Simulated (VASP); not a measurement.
# Sn (Fm-3m) in VASP: single point with LDA

Aim: the single point of Sn with LDA.

Everything below comes from runs of VASP 6.6.1. Logs are shortened: lines on timing, memory, paths and dates and some standing lists are left out, and cuts for length are marked.

**1. The cell of the first run**

It takes space group Fm-3m (No. 225, cubic). Conventional cell: a = 6.933 Å, b = 6.933 Å, c = 6.933 Å, α = 90.00°, β = 90.00°, γ = 90.00°.

**2. Single point, LDA**

Contents of INCAR:

```
PREC = Accurate ; ENCUT = 500
EDIFF = 1E-6 ; ISMEAR = -1
SIGMA = 0.02 ; LREAL = F
LASPH = T ; NELM = 120
ALGO = Normal ; ISIF = 2
LWAVE = F ; LCHARG = F
GGA = CA ; NBANDS = 13
GGA_COMPAT = F
```

Contents of KPOINTS:

```
regular mesh
0
Gamma
  6 6 6
```

Contents of POSCAR:

```
Sn
1.0
    0.0000000000      3.4666300000      3.4666300000
    3.4666300000      0.0000000000      3.4666300000
    3.4666300000      3.4666300000      0.0000000000
Sn
1
Direct
    0.0000000000      0.0000000000      0.0000000000
```

Potentials or basis: VASP PAW LDA potentials, release 64 (Sn_d).

Started as:

```bash
$ cat potpaw_LDA.64/Sn_d/POTCAR > POTCAR
$ mpirun -np 1 vasp_std > vasp.out
```

OUTCAR:

```text
PREC = Accurate
   ENCUT = 500
   EDIFF = 1E-6
   ISMEAR = -1
   LREAL = F
   LASPH = T
   NELM = 120
   ISIF = 2
   GGA = CA

 ion  position               nearest neighbor table
   1  0.000  0.000  0.000-

  LATTYP: Found a face centered cubic cell.
 ALAT       =     6.9332600000

  Lattice vectors:

 A1 = (   0.0000000000,   3.4666300000,   3.4666300000)
 A2 = (   3.4666300000,   0.0000000000,   3.4666300000)
 A3 = (   3.4666300000,   3.4666300000,   0.0000000000)

Analysis of symmetry for initial positions (statically):
=====================================================================
 Subroutine PRICEL returns:
 Original cell was already a primitive cell.

 Routine SETGRP: Setting up the symmetry group for a
 face centered cubic supercell.

 Subroutine GETGRP returns: Found 48 space group operations
 (whereof 48 operations were pure point group operations)
 out of a pool of 48 trial point group operations.

The static configuration has the point symmetry O_h .

Analysis of symmetry for dynamics (positions and initial velocities):
=====================================================================
 Subroutine PRICEL returns:
 Original cell was already a primitive cell.

 Routine SETGRP: Setting up the symmetry group for a
 face centered cubic supercell.

 Subroutine GETGRP returns: Found 48 space group operations
 (whereof 48 operations were pure point group operations)
 out of a pool of 48 trial point group operations.

The dynamic configuration has the point symmetry O_h .

 Subroutine INISYM returns: Found 48 space group operations
 (whereof 48 operations are pure point group operations),
 and found     1 'primitive' translations

----------------------------------------------------------------------------------------

                                     Primitive cell

  volume of cell :      83.3206

  direct lattice vectors                    reciprocal lattice vectors
     0.000000000  3.466630000  3.466630000    -0.144232295  0.144232295  0.144232295
     3.466630000  0.000000000  3.466630000     0.144232295 -0.144232295  0.144232295
     3.466630000  3.466630000  0.000000000     0.144232295  0.144232295 -0.144232295

  length of vectors
     4.902555162  4.902555162  4.902555162     0.249817663  0.249817663  0.249817663

  position of ions in fractional coordinates (direct lattice)
     0.000000000  0.000000000  0.000000000

  ion indices of the primitive-cell ions
   primitive index   ion index
                 1           1

----------------------------------------------------------------------------------------

 KPOINTS: regular mesh

Automatic generation of k-mesh.
 Grid dimensions read from file:
 generate k-points for:    6    6    6

 Generating k-lattice:

  Cartesian coordinates                     Fractional coordinates (reciprocal lattice)
    -0.024038716  0.024038716  0.024038716     0.166666667  0.000000000  0.000000000
     0.024038716 -0.024038716  0.024038716     0.000000000  0.166666667  0.000000000
     0.024038716  0.024038716 -0.024038716     0.000000000  0.000000000  0.166666667

  Length of vectors
     0.041636277  0.041636277  0.041636277

  Shift w.r.t. Gamma in fractional coordinates (k-lattice)
     0.000000000  0.000000000  0.000000000

 Subroutine IBZKPT returns following result:
 ===========================================

 Found     16 irreducible k-points:

 Following reciprocal coordinates:
            Coordinates               Weight
  0.000000  0.000000  0.000000      1.000000
  0.166667  0.000000  0.000000      8.000000
  0.333333  0.000000  0.000000      8.000000
  0.500000  0.000000  0.000000      4.000000
  0.166667  0.166667  0.000000      6.000000
  0.333333  0.166667  0.000000     24.000000
[... 8 lines left out ...]
 -0.333333  0.333333  0.166667     24.000000
 -0.333333  0.500000  0.166667     12.000000
   k-points           NKPTS =     16   k-points in BZ     NKDIM =     16   number of bands    NBANDS=     13
   number of dos      NEDOS =    301   number of ions     NIONS =      1
   total plane-waves  NPLWV =  46656
   dimension x,y,z NGX =    36 NGY =   36 NGZ =   36
   dimension x,y,z NGXF=    72 NGYF=   72 NGZF=   72
   ions per type =               1
   NGX,Y,Z   is equivalent  to a cutoff of  12.21, 12.21, 12.21 a.u.
   NGXF,Y,Z  is equivalent  to a cutoff of  24.42, 24.42, 24.42 a.u.
 SYSTEM =  unknown system
   PREC   = accura    normal or accurate (medium, high low for compatibility)
   ISTART =      0    job   : 0-new  1-cont  2-samecut
   ICHARG =      2    charge: 1-file 2-atom 10-const
   ISPIN  =      1    spin polarized calculation?
   LNONCOLLINEAR =      F non collinear calculations
   LSORBIT =      F    spin-orbit coupling
   LASPH  =      T    aspherical Exc in radial PAW
   ENCUT  =  500.0 eV  36.75 Ry    6.06 a.u.   8.94  8.94  8.94*2*pi/ulx,y,z
   NELM   =    120;   NELMIN=  2; NELMDL= -5     # of ELM steps
   EDIFF  = 0.1E-05   stopping-criterion for ELM
   LREAL  =      F    real-space projection
   EDIFFG = 0.1E-04   stopping-criterion for IOM
   NSW    =      0    number of steps for IOM
   IBRION =     -1    ionic relax: 0-MD 1-quasi-New 2-CG
   NFREE  =      0    steps in history (QN), initial steepest desc. (CG)
   ISIF   =      2    stress and relaxation
   ISYM   =      2    0-nonsym 1-usesym 2-fastsym
   POTIM  = 0.5000    time-step for ionic-motion
   TEBEG  =    0.0;   TEEND  =   0.0 temperature during run
   PSTRESS=    0.0 pullay stress
   NELECT =      14.0000    total number of electrons
   NUPDOWN=      -1.0000    fix difference up-down
   EMIN   =  10.00;   EMAX   =-10.00  energy-range for DOS
   EFERMI =   0.00;   METHOD = LEGACY
   ISMEAR =    -1;   SIGMA  =   0.02  broadening in eV -4-tet -1-fermi 0-gaus
   EFERMI_NEDOS =   21; number of points for ismear=-14 and -15
   IALGO  =     38    algorithm
   IMIX   =      4    mixing-type and parameters
     AMIX     =   0.40;   BMIX     =  1.00
     AMIX_MAG =   1.60;   BMIX_MAG =  1.00
  volume/ion in A,a.u.               =      83.32       562.28
  Fermi-wavevector in a.u.,A,eV,Ry     =   0.903372  1.707126 11.103459  0.816081
  Thomas-Fermi vector in A             =   2.026690
   LORBIT       =      0    0 simple, 1 ext, 2 COOP (PROOUT), +10 PAW based schemes
   GGA     = CA    functional components
   LHFCALC =     F    Hartree Fock is set to
   AEXX    =    0.0000 exact exchange contribution
   IVDW    =     0    specifies the selected vdW correction
   LEPSILON=     F    determine dielectric tensor
   LRPA    =     F    only Hartree local field effects (RPA)
 non-spin polarized calculation
  energy-cutoff  :      500.00
  volume of cell :       83.32
 maximum number of plane-waves:      2138
   NGX = 17   NGY = 17   NGZ = 17

 number of electron      13.9999994 magnetization

 Free energy of the ion-electron system (eV)
  ---------------------------------------------------
  ext. energy  EPLUGINS =         0.00000000
  ---------------------------------------------------
  free energy    TOTEN  =        -1.93372561 eV

  energy without entropy =       -1.92922736  energy(sigma->0) =       -1.93147649

 E-fermi :  -0.2295     XC(G=0):  -6.3121

 val. band max:       -0.2332617459   @ k =  -0.1667   0.1667   0.0000
 cond. band min:      -0.2169321005   @ k =  -0.3333   0.3333   0.1667
 fundamental gap:      0.0163296454
 Fermi energy:        -0.2294977499

 k-point     1 :       0.0000    0.0000    0.0000
  band No.  band energies     occupation
      1     -22.2583      2.00000
      2     -22.2583      2.00000
      3     -22.2583      2.00000
      4     -22.2578      2.00000
      5     -22.2578      2.00000
      6      -7.4084      2.00000
      7       1.4246      0.00000
      8       1.4246      0.00000
      9       1.4246      0.00000
     10       3.6022      0.00000
     11       6.9604      0.00000
     12       6.9604      0.00000
     13       6.9604      0.00000

 k-point     2 :       0.1667    0.0000    0.0000
  band No.  band energies     occupation
      1     -22.2582      2.00000
      2     -22.2582      2.00000
      3     -22.2581      2.00000
      4     -22.2576      2.00000
      5     -22.2576      2.00000
      6      -7.2937      2.00000
      7       0.4096      0.00000
      8       1.3304      0.00000
      9       1.3304      0.00000
     10       4.4118      0.00000
     11       6.4056      0.00000
     12       7.1723      0.00000
     13       7.1723      0.00000

 k-point     3 :       0.3333    0.0000    0.0000
  band No.  band energies     occupation
      1     -22.2583      2.00000
      2     -22.2583      2.00000
      3     -22.2579      2.00000
      4     -22.2568      2.00000
      5     -22.2568      2.00000
      6      -7.0340      2.00000
      7      -0.8581      2.00000
      8       1.1628      0.00000
      9       1.1628      0.00000
     10       4.5089      0.00000
     11       6.8333      0.00000
     12       6.8333      0.00000
     13       7.2314      0.00000
[... 177 lines left out ...]
 k-point    15 :      -0.3333    0.3333    0.1667
  band No.  band energies     occupation
      1     -22.2583      2.00000
      2     -22.2577      2.00000
      3     -22.2572      2.00000
      4     -22.2571      2.00000
      5     -22.2561      2.00000
      6      -6.7507      2.00000
      7      -0.8766      2.00000
      8      -0.2169      0.69580
      9       0.5172      0.00000
     10       5.2063      0.00000
     11       5.9438      0.00000
     12       7.1414      0.00000
     13       7.8202      0.00000

 k-point    16 :      -0.3333    0.5000    0.1667
  band No.  band energies     occupation
      1     -22.2583      2.00000
      2     -22.2583      2.00000
      3     -22.2571      2.00000
      4     -22.2566      2.00000
      5     -22.2558      2.00000
      6      -6.7045      2.00000
      7      -0.8473      2.00000
      8      -0.1312      0.01458
      9       0.1819      0.00000
     10       4.6565      0.00000
     11       5.5736      0.00000
     12       7.8818      0.00000
     13       7.9307      0.00000

------------------------ aborting loop because EDIFF is reached ----------------------------------------

  FORCE on cell =-STRESS in cart. coord.  units (eV):
  Direction    XX          YY          ZZ          XY          YZ          ZX
  --------------------------------------------------------------------------------------
  -------------------------------------------------------------------------------------
  Total       -2.3807183     -2.3807183     -2.3807183      0.0000000      0.0000000     -0.0000000
  in kB      -45.7789821    -45.7789821    -45.7789821      0.0000000      0.0000000     -0.0000000
  external PRESSURE =     -45.7789821 kB  Pullay stress =       0.0000000 kB

 VOLUME and BASIS-vectors are now :
 -----------------------------------------------------------------------------
  energy-cutoff  :      500.00
  volume of cell :       83.32
      direct lattice vectors                 reciprocal lattice vectors
     0.000000000  3.466630000  3.466630000    -0.144232295  0.144232295  0.144232295
     3.466630000  0.000000000  3.466630000     0.144232295 -0.144232295  0.144232295
     3.466630000  3.466630000  0.000000000     0.144232295  0.144232295 -0.144232295

 POSITION                                       TOTAL-FORCE (eV/Angst)
 -----------------------------------------------------------------------------------
      0.00000      0.00000      0.00000         0.000000      0.000000      0.000000
 -----------------------------------------------------------------------------------
    total drift:                               -0.000000     -0.000000      0.000000

  FREE ENERGIE OF THE ION-ELECTRON SYSTEM (eV)
  ---------------------------------------------------
  free  energy   TOTEN  =        -1.9337256143 eV

  energy  without entropy=       -1.9292273583  energy(sigma->0) =       -1.93147649
```

It took 8.1 s on 1 thread of Intel Xeon Platinum 8375C at 2.90GHz (Ice Lake), shared host; peak memory 0.16 GiB.

Results:

```
Free energy            : -1.9337 eV
Pressure               : -4.6 GPa
Band gap on the k mesh : zero (band 7 reaches 1.42 eV, above the bottom of band 8 at -0.58 eV)
```

Caveat: spin-orbit coupling is left out, which moves the levels of the heavy elements.
